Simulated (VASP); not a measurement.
# Si6Sb3Au (Fm-3m) in VASP: further runs

The runs below take Si6Sb3Au through single point, relaxation of cell and atoms, with PBE.

All numbers are computed with VASP 6.6.1; they aren't measurements. Logs are shortened: lines on timing, memory, paths and dates and some standing lists are left out, and cuts for length are marked.

## (1) The cell of the first run

The structure is cubic, space group Fm-3m (No. 225). Conventional cell: a = 10.240 Å, b = 10.240 Å, c = 10.240 Å, α = 90.00°, β = 90.00°, γ = 90.00°. Si (site symmetry mmm) has 2 Sb at 2.56 Å within 3.4 Å. Within 3.4 Å of Sb (site symmetry -43m) lie 6 Si at 2.56 Å. Sb (site symmetry m-3m) has 12 Si at 3.62 Å and 8 Sb at 4.43 Å within 4.8 Å. Within 4.8 Å of Au (site symmetry m-3m) lie 12 Si at 3.62 Å and 8 Sb at 4.43 Å.

The cell was built from a structure type or drawn by symmetry, and may not be a known phase.

## (2) Single point, PBE

The input, INCAR:

```
PREC = Accurate ; ENCUT = 520
EDIFF = 1E-6 ; ISMEAR = 0
SIGMA = 0.1 ; LREAL = F
LASPH = T ; NELM = 80
ALGO = Normal ; ISIF = 2
LWAVE = F ; LCHARG = T
GGA = PE ; LELF = T
LVHAR = T ; NBANDS = 36
```

The input, KPOINTS:

```
Automatic mesh
0
Gamma
  6 6 6
```

The input, POSCAR:

```
Si6Sb3Au
1.0
    0.0000000000      5.1199873903      5.1199873903
    5.1199873903      0.0000000000      5.1199873903
    5.1199873903      5.1199873903      0.0000000000
Si Sb Au
6 3 1
Direct
    0.5000000000      0.0000000000      0.0000000000
    0.0000000000      0.5000000000      0.5000000000
    0.0000000000      0.5000000000      0.0000000000
    0.5000000000      0.0000000000      0.5000000000
    0.0000000000      0.0000000000      0.5000000000
    0.5000000000      0.5000000000      0.0000000000
    0.2500000000      0.2500000000      0.2500000000
    0.7500000000      0.7500000000      0.7500000000
    0.5000000000      0.5000000000      0.5000000000
    0.0000000000      0.0000000000      0.0000000000
```

Potentials or basis: VASP PAW PBE potentials, release 64 (Si, Sb, Au).

Command:

```console
$ cat potpaw_PBE.64/Si/POTCAR potpaw_PBE.64/Sb/POTCAR potpaw_PBE.64/Au/POTCAR > POTCAR
$ mpirun -np 1 vasp_std > vasp.out
```

OUTCAR:

```text
PREC = Accurate
   ENCUT = 520
   EDIFF = 1E-6
   ISMEAR = 0
   LREAL = F
   LASPH = T
   NELM = 80
   ISIF = 2
   GGA = PE

 ion  position               nearest neighbor table
   1  0.500  0.000  0.000-   7 2.56   8 2.56
   2  0.000  0.500  0.500-   7 2.56   8 2.56
   3  0.000  0.500  0.000-   7 2.56   8 2.56
   4  0.500  0.000  0.500-   7 2.56   8 2.56
   5  0.000  0.000  0.500-   7 2.56   8 2.56
   6  0.500  0.500  0.000-   7 2.56   8 2.56
   7  0.250  0.250  0.250-   1 2.56   2 2.56   3 2.56   4 2.56   5 2.56   6 2.56
   8  0.750  0.750  0.750-   1 2.56   2 2.56   3 2.56   4 2.56   5 2.56   6 2.56
   9  0.500  0.500  0.500-
  10  0.000  0.000  0.000-

  LATTYP: Found a face centered cubic cell.
 ALAT       =    10.2399747806

  Lattice vectors:

 A1 = (   0.0000000000,   5.1199873903,   5.1199873903)
 A2 = (   5.1199873903,   0.0000000000,   5.1199873903)
 A3 = (   5.1199873903,   5.1199873903,   0.0000000000)

Analysis of symmetry for initial positions (statically):
=====================================================================
 Subroutine PRICEL returns:
 Original cell was already a primitive cell.

 Routine SETGRP: Setting up the symmetry group for a
 face centered cubic supercell.

 Subroutine GETGRP returns: Found 48 space group operations
 (whereof 48 operations were pure point group operations)
 out of a pool of 48 trial point group operations.

The static configuration has the point symmetry O_h .

Analysis of symmetry for dynamics (positions and initial velocities):
=====================================================================
 Subroutine PRICEL returns:
 Original cell was already a primitive cell.

 Routine SETGRP: Setting up the symmetry group for a
 face centered cubic supercell.

 Subroutine GETGRP returns: Found 48 space group operations
 (whereof 48 operations were pure point group operations)
 out of a pool of 48 trial point group operations.

The dynamic configuration has the point symmetry O_h .

 Subroutine INISYM returns: Found 48 space group operations
 (whereof 48 operations are pure point group operations),
 and found     1 'primitive' translations

----------------------------------------------------------------------------------------

                                     Primitive cell

  volume of cell :     268.4335

  direct lattice vectors                    reciprocal lattice vectors
     0.000000000  5.119987390  5.119987390    -0.097656491  0.097656491  0.097656491
     5.119987390  0.000000000  5.119987390     0.097656491 -0.097656491  0.097656491
     5.119987390  5.119987390  0.000000000     0.097656491  0.097656491 -0.097656491

  length of vectors
     7.240755607  7.240755607  7.240755607     0.169146003  0.169146003  0.169146003

  position of ions in fractional coordinates (direct lattice)
     0.500000000  0.000000000  0.000000000
     0.000000000  0.500000000  0.500000000
     0.000000000  0.500000000  0.000000000
     0.500000000  0.000000000  0.500000000
     0.000000000  0.000000000  0.500000000
     0.500000000  0.500000000  0.000000000
     0.250000000  0.250000000  0.250000000
     0.750000000  0.750000000  0.750000000
     0.500000000  0.500000000  0.500000000
     0.000000000  0.000000000  0.000000000

  ion indices of the primitive-cell ions
   primitive index   ion index
                 1           1
                 2           2
                 3           3
                 4           4
                 5           5
                 6           6
                 7           7
                 8           8
                 9           9
                10          10

----------------------------------------------------------------------------------------

 KPOINTS: Automatic mesh

Automatic generation of k-mesh.
 Grid dimensions read from file:
 generate k-points for:    6    6    6

 Generating k-lattice:

  Cartesian coordinates                     Fractional coordinates (reciprocal lattice)
    -0.016276082  0.016276082  0.016276082     0.166666667  0.000000000  0.000000000
     0.016276082 -0.016276082  0.016276082     0.000000000  0.166666667  0.000000000
     0.016276082  0.016276082 -0.016276082     0.000000000  0.000000000  0.166666667

  Length of vectors
     0.028191001  0.028191001  0.028191001

  Shift w.r.t. Gamma in fractional coordinates (k-lattice)
     0.000000000  0.000000000  0.000000000

 Subroutine IBZKPT returns following result:
 ===========================================

 Found     16 irreducible k-points:

 Following reciprocal coordinates:
            Coordinates               Weight
  0.000000  0.000000  0.000000      1.000000
  0.166667  0.000000  0.000000      8.000000
  0.333333  0.000000  0.000000      8.000000
  0.500000  0.000000  0.000000      4.000000
  0.166667  0.166667  0.000000      6.000000
  0.333333  0.166667  0.000000     24.000000
[... 8 lines left out ...]
 -0.333333  0.333333  0.166667     24.000000
 -0.333333  0.500000  0.166667     12.000000
   k-points           NKPTS =     16   k-points in BZ     NKDIM =     16   number of bands    NBANDS=     36
   number of dos      NEDOS =    301   number of ions     NIONS =     10
   total plane-waves  NPLWV = 157464
   dimension x,y,z NGX =    54 NGY =   54 NGZ =   54
   dimension x,y,z NGXF=   108 NGYF=  108 NGZF=  108
   ions per type =               6   3   1
   NGX,Y,Z   is equivalent  to a cutoff of  12.40, 12.40, 12.40 a.u.
   NGXF,Y,Z  is equivalent  to a cutoff of  24.80, 24.80, 24.80 a.u.
 SYSTEM =  unknown system
   PREC   = accura    normal or accurate (medium, high low for compatibility)
   ISTART =      0    job   : 0-new  1-cont  2-samecut
   ICHARG =      2    charge: 1-file 2-atom 10-const
   ISPIN  =      1    spin polarized calculation?
   LNONCOLLINEAR =      F non collinear calculations
   LSORBIT =      F    spin-orbit coupling
   LASPH  =      T    aspherical Exc in radial PAW
   ENCUT  =  520.0 eV  38.22 Ry    6.18 a.u.  13.46 13.46 13.46*2*pi/ulx,y,z
   NELM   =     80;   NELMIN=  2; NELMDL= -5     # of ELM steps
   EDIFF  = 0.1E-05   stopping-criterion for ELM
   LREAL  =      F    real-space projection
   EDIFFG = 0.1E-04   stopping-criterion for IOM
   NSW    =      0    number of steps for IOM
   IBRION =     -1    ionic relax: 0-MD 1-quasi-New 2-CG
   NFREE  =      0    steps in history (QN), initial steepest desc. (CG)
   ISIF   =      2    stress and relaxation
   ISYM   =      2    0-nonsym 1-usesym 2-fastsym
   POTIM  = 0.5000    time-step for ionic-motion
   TEBEG  =    0.0;   TEEND  =   0.0 temperature during run
   PSTRESS=    0.0 pullay stress
   NELECT =      50.0000    total number of electrons
   NUPDOWN=      -1.0000    fix difference up-down
   EMIN   =  10.00;   EMAX   =-10.00  energy-range for DOS
   EFERMI =   0.00;   METHOD = LEGACY
   ISMEAR =     0;   SIGMA  =   0.10  broadening in eV -4-tet -1-fermi 0-gaus
   EFERMI_NEDOS =   21; number of points for ismear=-14 and -15
   IALGO  =     38    algorithm
   IMIX   =      4    mixing-type and parameters
     AMIX     =   0.40;   BMIX     =  1.00
     AMIX_MAG =   1.60;   BMIX_MAG =  1.00
  volume/ion in A,a.u.               =      26.84       181.15
  Fermi-wavevector in a.u.,A,eV,Ry     =   0.934945  1.766789 11.893147  0.874122
  Thomas-Fermi vector in A             =   2.061802
   LORBIT       =      0    0 simple, 1 ext, 2 COOP (PROOUT), +10 PAW based schemes
   GGA     = PE    functional components
   LHFCALC =     F    Hartree Fock is set to
   AEXX    =    0.0000 exact exchange contribution
   IVDW    =     0    specifies the selected vdW correction
   LEPSILON=     F    determine dielectric tensor
   LRPA    =     F    only Hartree local field effects (RPA)
 non-spin polarized calculation
 Gauss-broadening in eV      SIGMA  =   0.10
  energy-cutoff  :      520.00
  volume of cell :      268.43
 maximum number of plane-waves:      7247
 NGX is ok and might be reduce to    54
   NGX = 27   NGY = 27   NGZ = 27

 number of electron      50.0000001 magnetization

 Free energy of the ion-electron system (eV)
  ---------------------------------------------------
  ext. energy  EPLUGINS =         0.00000000
  ---------------------------------------------------
  free energy    TOTEN  =       -34.80929885 eV

  energy without entropy =      -34.77601981  energy(sigma->0) =      -34.79265933

 E-fermi :   4.9969     XC(G=0):  -9.2053

 val. band max:        4.9830891784   @ k =  -0.3333   0.3333   0.0000
 cond. band min:       5.0256049951   @ k =   0.3333   0.1667   0.0000
 fundamental gap:      0.0425158168
 Fermi energy:         4.9968738316

 k-point     1 :       0.0000    0.0000    0.0000
  band No.  band energies     occupation
      1      -7.5170      2.00000
      2      -6.2005      2.00000
      3      -3.4437      2.00000
      4      -3.2377      2.00000
      5      -3.2377      2.00000
      6      -3.2377      2.00000
[... 28 lines left out ...]
     35       7.9591      0.00000
     36       8.1417      0.00000

 k-point     2 :       0.1667    0.0000    0.0000
  band No.  band energies     occupation
      1      -7.4487      2.00000
      2      -6.3249      2.00000
      3      -3.5224      2.00000
      4      -3.1752      2.00000
      5      -3.1752      2.00000
      6      -3.0578      2.00000
[... 28 lines left out ...]
     35       7.8987      0.00000
     36       7.8987      0.00000
[... 505 lines left out ...]
     35       7.2412      0.00000
     36       7.9415      0.00000

 k-point    16 :      -0.3333    0.5000    0.1667
  band No.  band energies     occupation
      1      -7.0091      2.00000
      2      -6.8041      2.00000
      3      -4.2117      2.00000
      4      -3.4860      2.00000
      5      -2.9853      2.00000
      6      -2.6808      2.00000
[... 28 lines left out ...]
     35       7.2988      0.00000
     36       7.6246      0.00000

------------------------ aborting loop because EDIFF is reached ----------------------------------------

  FORCE on cell =-STRESS in cart. coord.  units (eV):
  Direction    XX          YY          ZZ          XY          YZ          ZX
  --------------------------------------------------------------------------------------
  -------------------------------------------------------------------------------------
  Total        0.3610505      0.3610505      0.3610505     -0.0000000      0.0000000     -0.0000000
  in kB        2.1549730      2.1549730      2.1549730     -0.0000000      0.0000000     -0.0000000
  external PRESSURE =       2.1549730 kB  Pullay stress =       0.0000000 kB

 VOLUME and BASIS-vectors are now :
 -----------------------------------------------------------------------------
  energy-cutoff  :      520.00
  volume of cell :      268.43
      direct lattice vectors                 reciprocal lattice vectors
     0.000000000  5.119987390  5.119987390    -0.097656491  0.097656491  0.097656491
     5.119987390  0.000000000  5.119987390     0.097656491 -0.097656491  0.097656491
     5.119987390  5.119987390  0.000000000     0.097656491  0.097656491 -0.097656491

 POSITION                                       TOTAL-FORCE (eV/Angst)
 -----------------------------------------------------------------------------------
      0.00000      2.55999      2.55999        -0.000000     -0.000000     -0.000000
      5.11999      2.55999      2.55999        -0.000000     -0.000000     -0.000000
      2.55999      0.00000      2.55999        -0.000000     -0.000000     -0.000000
      2.55999      5.11999      2.55999        -0.000000     -0.000000     -0.000000
      2.55999      2.55999      0.00000        -0.000000     -0.000000     -0.000000
      2.55999      2.55999      5.11999        -0.000000     -0.000000     -0.000000
      2.55999      2.55999      2.55999         0.000000      0.000000      0.000000
      7.67998      7.67998      7.67998        -0.000000     -0.000000     -0.000000
      5.11999      5.11999      5.11999        -0.000000     -0.000000     -0.000000
      0.00000      0.00000      0.00000        -0.000000     -0.000000     -0.000000
 -----------------------------------------------------------------------------------
    total drift:                                0.000000     -0.000000     -0.000000

  FREE ENERGIE OF THE ION-ELECTRON SYSTEM (eV)
  ---------------------------------------------------
  free  energy   TOTEN  =       -34.8092988548 eV

  energy  without entropy=      -34.7760198085  energy(sigma->0) =      -34.79265933
```

Run time: 5.7 min. Hardware: 1 thread of Intel Xeon 8259CL, shared host; peak memory 0.49 GiB.

Results:

```yaml
Free_energy: -34.8093 eV
Pressure: 0.2 GPa
Band_gap_on_the_k_mesh: zero (bands 25 and 26 overlap by 1.15 eV)
```

Caveat: spin-orbit coupling is left out, which moves the levels of the heavy elements.

(Part 1 of 2 ends here.)
